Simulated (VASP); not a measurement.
Input of a VASP 6.6.1 run:

File INCAR:

```
SYSTEM = FeO
PREC = Accurate ; ENCUT = 520
EDIFF = 1E-8 ; ISMEAR = -1
SIGMA = 0.03 ; LREAL = .FALSE.
LASPH = .TRUE. ; NELM = 150
ALGO = Normal ; ISIF = 2
LWAVE = .FALSE. ; LCHARG = .FALSE.
ISPIN = 2 ; MAGMOM = 3 0
LORBIT = 11 ; LMAXMIX = 4
GGA = PE ; LEFG = .TRUE.
NBANDS = 18
```

The input KPOINTS:

```
regular mesh
0
G
  15 15 15
  0 0 0
```

The input POSCAR:

```
FeO
1.0
    0.0000000000      2.1554000000      2.1554000000
    2.1554000000      0.0000000000      2.1554000000
    2.1554000000      2.1554000000      0.0000000000
Fe O
1 1
Direct
    0.0000000000      0.0000000000      0.0000000000
    0.5000000000      0.5000000000      0.5000000000
```

Potentials or basis: VASP PAW PBE potentials, release 64 (Fe, O).

The run is started by

```bash
$ cat potpaw_PBE.64/Fe/POTCAR potpaw_PBE.64/O/POTCAR > POTCAR
$ mpirun -np 1 vasp_std > vasp.out
```

(1) What does it give for the band gap on the k mesh?

(2) What does it give for the pressure?

Results:

(1) zero (filled and empty bands overlap).

(2) -0.2 GPa.

Caveat: a cell with one magnetic atom can't hold antiferromagnetic order, which such compounds often take; semilocal functionals often make such compounds metallic where correlation or magnetic order opens a gap, which also shifts bond lengths.

**Experimental background.**

From “W\"ustite: Electric, thermodynamic and optical properties of FeO”, 2012, arxiv:1203.1201, for a bulk crystal of FeO: band gap 2.4 eV (optical).

A measured gap of FeO is 2.4 eV (optical; quoted in “W\"ustite: Electric, thermodynamic and optical properties of FeO”, 2012, arxiv:1203.1201); the calculated 0.00 eV misses it by -2.40 eV. So large a miss can be the level of theory's own, or it may mean another phase, state or a wrong row. The value is that of PBE on a finite k mesh, which can miss the band edges, without temperature or zero-point motion. Semilocal functionals fall short of measured gaps as a rule. The run's magnetic order (collinear spin, ferromagnetic start) needn't be the measured crystal's.
